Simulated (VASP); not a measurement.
# Re (P6_3/mmc) in VASP: notebook

Re is run at these levels: LDA; tasks: single point.

All numbers are computed with VASP 6.6.1; they aren't measurements. Logs are shortened: lines on timing, memory, paths and dates and some standing lists are left out, and cuts for length are marked.

**1. The cell of the first run**

It takes space group P6_3/mmc (No. 194, hexagonal). The conventional cell has a = 2.739 Å, b = 2.739 Å, c = 4.412 Å, α = 90.00°, β = 90.00°, γ = 120.00°. Within 3.6 Å of Re (site symmetry -6m2) lie 12 Re at 2.71 to 2.74 Å.

**2. Single point, LDA**

The input, INCAR:

```
PREC     = Accurate       # precision mode
ENCUT    = 600            # plane-wave cutoff, eV
EDIFF    = 1E-6           # SCF threshold, eV
ISMEAR   = -1             # smearing method
SIGMA    = 0.1            # smearing width, eV
LREAL    = F              # projectors in reciprocal space
LASPH    = T              # aspherical terms in the spheres
NELM     = 120            # most SCF steps
ALGO     = Normal         # electronic algorithm
ISIF     = 2              # what is computed and relaxed
LWAVE    = F              # write WAVECAR
LCHARG   = F              # write CHGCAR
GGA      = CA             # functional
NBANDS   = 14             # bands
GGA_COMPAT= F
```

The input, KPOINTS:

```
regular mesh
0
Gamma
  14 14 8
```

The input, POSCAR:

```
Re
1.0
    2.7391880258      0.0000000000      0.0000000000
   -1.3695940129      2.3722064161      0.0000000000
    0.0000000000      0.0000000000      4.4118668232
Re
2
Direct
    0.3333333333      0.6666666667      0.2500000000
    0.6666666667      0.3333333333      0.7500000000
```

Potentials or basis: VASP PAW LDA potentials, release 64 (Re).

The run is started by

```console
$ cat potpaw_LDA.64/Re/POTCAR > POTCAR
$ mpirun -np 1 vasp_std > vasp.out
```

OUTCAR:

```text
PREC = Accurate
   ENCUT = 600
   EDIFF = 1E-6
   ISMEAR = -1
   LREAL = F
   LASPH = T
   NELM = 120
   ISIF = 2
   GGA = CA

 ion  position               nearest neighbor table
   1  0.333  0.667  0.250-   2 2.71   2 2.71   2 2.71   2 2.71   2 2.71   2 2.71
   2  0.667  0.333  0.750-   1 2.71   1 2.71   1 2.71   1 2.71   1 2.71   1 2.71

  LATTYP: Found a hexagonal cell.
 ALAT       =     2.7391880258
 C/A-ratio  =     1.6106476743

  Lattice vectors:

 A1 = (   2.7391880258,   0.0000000000,   0.0000000000)
 A2 = (  -1.3695940129,   2.3722064161,   0.0000000000)
 A3 = (   0.0000000000,   0.0000000000,   4.4118668232)

Analysis of symmetry for initial positions (statically):
=====================================================================
 Subroutine PRICEL returns:
 Original cell was already a primitive cell.

 Routine SETGRP: Setting up the symmetry group for a
 hexagonal supercell.

 Subroutine GETGRP returns: Found 24 space group operations
 (whereof 12 operations were pure point group operations)
 out of a pool of 24 trial point group operations.

The static configuration has the point symmetry D_3d.
 The point group associated with its full space group is D_6h.

Analysis of symmetry for dynamics (positions and initial velocities):
=====================================================================
 Subroutine PRICEL returns:
 Original cell was already a primitive cell.

 Routine SETGRP: Setting up the symmetry group for a
 hexagonal supercell.

 Subroutine GETGRP returns: Found 24 space group operations
 (whereof 12 operations were pure point group operations)
 out of a pool of 24 trial point group operations.

The dynamic configuration has the point symmetry D_3d.
 The point group associated with its full space group is D_6h.

 Subroutine INISYM returns: Found 24 space group operations
 (whereof 12 operations are pure point group operations),
 and found     1 'primitive' translations

----------------------------------------------------------------------------------------

                                     Primitive cell

  volume of cell :      28.6680

  direct lattice vectors                    reciprocal lattice vectors
     2.739188026  0.000000000  0.000000000     0.365071689  0.210774238  0.000000000
    -1.369594013  2.372206416  0.000000000     0.000000000  0.421548476  0.000000000
     0.000000000  0.000000000  4.411866823     0.000000000  0.000000000  0.226661420

  length of vectors
     2.739188026  2.739188026  4.411866823     0.421548476  0.421548476  0.226661420

  position of ions in fractional coordinates (direct lattice)
     0.333333333  0.666666667  0.250000000
     0.666666667  0.333333333  0.750000000

  ion indices of the primitive-cell ions
   primitive index   ion index
                 1           1
                 2           2

----------------------------------------------------------------------------------------

 KPOINTS: regular mesh

Automatic generation of k-mesh.
 Grid dimensions read from file:
 generate k-points for:   14   14    8

 Generating k-lattice:

  Cartesian coordinates                     Fractional coordinates (reciprocal lattice)
     0.026076549  0.015055303  0.000000000     0.071428571  0.000000000  0.000000000
     0.000000000  0.030110605  0.000000000     0.000000000  0.071428571  0.000000000
     0.000000000  0.000000000  0.028332678     0.000000000  0.000000000  0.125000000

  Length of vectors
     0.030110605  0.030110605  0.028332678

  Shift w.r.t. Gamma in fractional coordinates (k-lattice)
     0.000000000  0.000000000  0.000000000

 Subroutine IBZKPT returns following result:
 ===========================================

 Found    120 irreducible k-points:

 Following reciprocal coordinates:
            Coordinates               Weight
  0.000000  0.000000  0.000000      1.000000
  0.071429 -0.000000  0.000000      6.000000
  0.142857 -0.000000  0.000000      6.000000
  0.214286  0.000000  0.000000      6.000000
  0.285714 -0.000000  0.000000      6.000000
  0.357143 -0.000000  0.000000      6.000000
[... 16 lines left out ...]
  0.285714  0.285714  0.000000      6.000000
  0.357143  0.285714  0.000000      6.000000
 [... further k-points ...]
   k-points           NKPTS =    120   k-points in BZ     NKDIM =    120   number of bands    NBANDS=     14
   number of dos      NEDOS =    301   number of ions     NIONS =      2
   total plane-waves  NPLWV =  20736
   dimension x,y,z NGX =    24 NGY =   24 NGZ =   36
   dimension x,y,z NGXF=    48 NGYF=   48 NGZF=   72
   ions per type =               2
   NGX,Y,Z   is equivalent  to a cutoff of  14.57, 14.57, 13.57 a.u.
   NGXF,Y,Z  is equivalent  to a cutoff of  29.13, 29.13, 27.13 a.u.
 SYSTEM =  unknown system
   PREC   = accura    normal or accurate (medium, high low for compatibility)
   ISTART =      0    job   : 0-new  1-cont  2-samecut
   ICHARG =      2    charge: 1-file 2-atom 10-const
   ISPIN  =      1    spin polarized calculation?
   LNONCOLLINEAR =      F non collinear calculations
   LSORBIT =      F    spin-orbit coupling
   LASPH  =      T    aspherical Exc in radial PAW
   ENCUT  =  600.0 eV  44.10 Ry    6.64 a.u.   5.47  5.47  8.81*2*pi/ulx,y,z
   NELM   =    120;   NELMIN=  2; NELMDL= -5     # of ELM steps
   EDIFF  = 0.1E-05   stopping-criterion for ELM
   LREAL  =      F    real-space projection
   EDIFFG = 0.1E-04   stopping-criterion for IOM
   NSW    =      0    number of steps for IOM
   IBRION =     -1    ionic relax: 0-MD 1-quasi-New 2-CG
   NFREE  =      0    steps in history (QN), initial steepest desc. (CG)
   ISIF   =      2    stress and relaxation
   ISYM   =      2    0-nonsym 1-usesym 2-fastsym
   POTIM  = 0.5000    time-step for ionic-motion
   TEBEG  =    0.0;   TEEND  =   0.0 temperature during run
   PSTRESS=    0.0 pullay stress
   NELECT =      14.0000    total number of electrons
   NUPDOWN=      -1.0000    fix difference up-down
   EMIN   =  10.00;   EMAX   =-10.00  energy-range for DOS
   EFERMI =   0.00;   METHOD = LEGACY
   ISMEAR =    -1;   SIGMA  =   0.10  broadening in eV -4-tet -1-fermi 0-gaus
   EFERMI_NEDOS =   21; number of points for ismear=-14 and -15
   IALGO  =     38    algorithm
   IMIX   =      4    mixing-type and parameters
     AMIX     =   0.40;   BMIX     =  1.00
     AMIX_MAG =   1.60;   BMIX_MAG =  1.00
  volume/ion in A,a.u.               =      14.33        96.73
  Fermi-wavevector in a.u.,A,eV,Ry     =   1.289195  2.436225 22.613205  1.662024
  Thomas-Fermi vector in A             =   2.421103
   LORBIT       =      0    0 simple, 1 ext, 2 COOP (PROOUT), +10 PAW based schemes
   GGA     = CA    functional components
   LHFCALC =     F    Hartree Fock is set to
   AEXX    =    0.0000 exact exchange contribution
   IVDW    =     0    specifies the selected vdW correction
   LEPSILON=     F    determine dielectric tensor
   LRPA    =     F    only Hartree local field effects (RPA)
 non-spin polarized calculation
  energy-cutoff  :      600.00
  volume of cell :       28.67
 maximum number of plane-waves:       982
 NGX is ok and might be reduce to    24
   NGX = 11   NGY = 11   NGZ = 17

 number of electron      14.0000000 magnetization

 Free energy of the ion-electron system (eV)
  ---------------------------------------------------
  ext. energy  EPLUGINS =         0.00000000
  ---------------------------------------------------
  free energy    TOTEN  =       -27.55657567 eV

  energy without entropy =      -27.50354271  energy(sigma->0) =      -27.53005919

 E-fermi :   8.1669     XC(G=0): -13.9834

 val. band max:        8.1512352117   @ k =   0.0714  -0.0000   0.0000
 cond. band min:       8.1780088533   @ k =   0.2857  -0.0000   0.5000
 fundamental gap:      0.0267736416
 Fermi energy:         8.1669390018

 k-point     1 :       0.0000    0.0000    0.0000
  band No.  band energies     occupation
      1      -1.7912      2.00000
      2       1.3803      2.00000
      3       6.4999      2.00000
      4       6.4999      2.00000
      5       6.5419      2.00000
      6       7.3799      1.99924
      7       7.3799      1.99924
      8       8.3187      0.35967
      9       8.3187      0.35967
     10       9.0158      0.00041
     11      11.6485      0.00000
     12      11.6485      0.00000
     13      18.5932      0.00000
     14      22.4135      0.00000

 k-point     2 :       0.0714   -0.0000    0.0000
  band No.  band energies     occupation
      1      -1.5757      2.00000
      2       1.5821      2.00000
      3       6.0099      2.00000
      4       6.6983      2.00000
      5       6.9594      1.99999
      6       7.2326      1.99982
      7       7.5676      1.99502
      8       7.8962      1.87497
      9       8.1512      1.07836
     10       8.4813      0.08273
     11      11.7648      0.00000
     12      12.6177      0.00000
     13      18.5894      0.00000
     14      22.8963      0.00000

 k-point     3 :       0.1429   -0.0000    0.0000
  band No.  band energies     occupation
      1      -0.9617      2.00000
      2       2.1164      2.00000
      3       5.4305      2.00000
      4       6.6033      2.00000
      5       6.8011      2.00000
      6       7.2818      1.99971
      7       7.5417      1.99615
      8       7.7423      1.97177
      9       8.1057      1.29681
     10       8.1170      1.24471
     11      12.0271      0.00000
     12      14.3544      0.00000
     13      18.4963      0.00000
     14      24.1452      0.00000

 k-point     4 :       0.2143    0.0000    0.0000
  band No.  band energies     occupation
      1      -0.0562      2.00000
      2       2.6801      2.00000
      3       5.0479      2.00000
      4       5.3111      2.00000
      5       6.4145      2.00000
      6       7.2510      1.99979
      7       7.7287      1.97532
      8       8.2133      0.77225
      9       8.3075      0.39371
     10       8.9844      0.00056
     11      12.2996      0.00000
     12      16.2128      0.00000
     13      18.2270      0.00000
     14      24.6466      0.00000

 k-point     5 :       0.2857   -0.0000    0.0000
  band No.  band energies     occupation
      1       0.9306      2.00000
      2       2.7431      2.00000
      3       4.2279      2.00000
      4       5.2057      2.00000
      5       6.4058      2.00000
      6       6.7899      2.00000
      7       7.3614      1.99937
      8       9.3947      0.00001
      9       9.4165      0.00001
     10      10.0858      0.00000
     11      12.5099      0.00000
[... 276 lines left out ...]
 k-point    22 :       0.3571    0.2143    0.0000
  band No.  band energies     occupation
      1       2.8065      2.00000
      2       3.3493      2.00000
      3       3.4262      2.00000
      4       5.2373      2.00000
      5       5.7893      2.00000
      6       6.4878      2.00000
      7       7.8308      1.93298
      8      10.9754      0.00000
      9      12.0316      0.00000
     10      12.0364      0.00000
     11      14.9062      0.00000
     12      15.8008      0.00000
     13      17.5866      0.00000
     14      20.7883      0.00000

 k-point    23 :       0.2857    0.2857    0.0000
  band No.  band energies     occupation
      1       2.8270      2.00000
      2       3.6117      2.00000
      3       4.1110      2.00000
      4       4.5808      2.00000
      5       5.7361      2.00000
      6       6.4341      2.00000
      7       7.8693      1.90296
      8      10.5927      0.00000
      9      11.9203      0.00000
     10      11.9882      0.00000
     11      14.8938      0.00000
     12      15.7232      0.00000
     13      17.3301      0.00000
     14      21.2911      0.00000

 k-point    24 :       0.3571    0.2857    0.0000
  band No.  band energies     occupation
      1       2.7528      2.00000
      2       3.8733      2.00000
      3       3.9863      2.00000
      4       4.8456      2.00000
      5       5.8643      2.00000
      6       6.1663      2.00000
      7       8.1002      1.32175
      8      11.1040      0.00000
      9      11.6266      0.00000
     10      11.8645      0.00000
     11      15.0115      0.00000
     12      15.1026      0.00000
     13      16.9422      0.00000
     14      22.7746      0.00000

 [... further k-points ...]

------------------------ aborting loop because EDIFF is reached ----------------------------------------

  FORCE on cell =-STRESS in cart. coord.  units (eV):
  Direction    XX          YY          ZZ          XY          YZ          ZX
  --------------------------------------------------------------------------------------
  -------------------------------------------------------------------------------------
  Total        0.2985044      0.2985044      0.3874093     -0.0000000      0.0000000      0.0000000
  in kB       16.6826345     16.6826345     21.6512966     -0.0000000      0.0000000      0.0000000
  external PRESSURE =      18.3388552 kB  Pullay stress =       0.0000000 kB

 VOLUME and BASIS-vectors are now :
 -----------------------------------------------------------------------------
  energy-cutoff  :      600.00
  volume of cell :       28.67
      direct lattice vectors                 reciprocal lattice vectors
     2.739188026  0.000000000  0.000000000     0.365071689  0.210774238  0.000000000
    -1.369594013  2.372206416  0.000000000     0.000000000  0.421548476  0.000000000
     0.000000000  0.000000000  4.411866823     0.000000000  0.000000000  0.226661420

 POSITION                                       TOTAL-FORCE (eV/Angst)
 -----------------------------------------------------------------------------------
     -0.00000      1.58147      1.10297         0.000000     -0.000000      0.000000
      1.36959      0.79074      3.30890        -0.000000      0.000000      0.000000
 -----------------------------------------------------------------------------------
    total drift:                               -0.000000      0.000000     -0.000000

  FREE ENERGIE OF THE ION-ELECTRON SYSTEM (eV)
  ---------------------------------------------------
  free  energy   TOTEN  =       -27.5565756664 eV

  energy  without entropy=      -27.5035427128  energy(sigma->0) =      -27.53005919
```

It took 19 s on 1 thread of Intel Xeon 6975P-C (Granite Rapids), shared host; peak memory 0.18 GiB.

Results:

| Quantity | Value |
| --- | --- |
| Free energy | -27.5566 eV |
| Pressure | 1.8 GPa |
| Band gap on the k mesh | zero (band 7 reaches 9.77 eV, above the bottom of band 8 at 6.36 eV) |

Levels at points of the mesh, in eV from the Fermi level:
| k point | band 4 | band 5 | band 6 | band 7 | band 8 | band 9 | band 10 | band 11 |
| --- | --- | --- | --- | --- | --- | --- | --- | --- |
| (0.00, 0.00, 0.00) | -1.67 | -1.63 | -0.79 | -0.79 | 0.15 | 0.15 | 0.85 | 3.48 |
| (0.50, 0.00, 0.00) | -2.05 | -1.66 | -1.36 | -0.58 | 4.10 | 4.57 | 4.67 | 6.33 |
| (0.00, 0.00, 0.50) | -2.41 | -1.81 | -1.81 | -1.81 | -1.81 | 2.64 | 2.64 | 2.64 |
| (0.50, 0.00, 0.50) | -4.23 | 0.38 | 0.38 | 1.08 | 1.08 | 4.43 | 4.43 | 5.00 |

Caveat: spin-orbit coupling is left out, which moves the levels of the heavy elements.

[end of part 1 of 2]
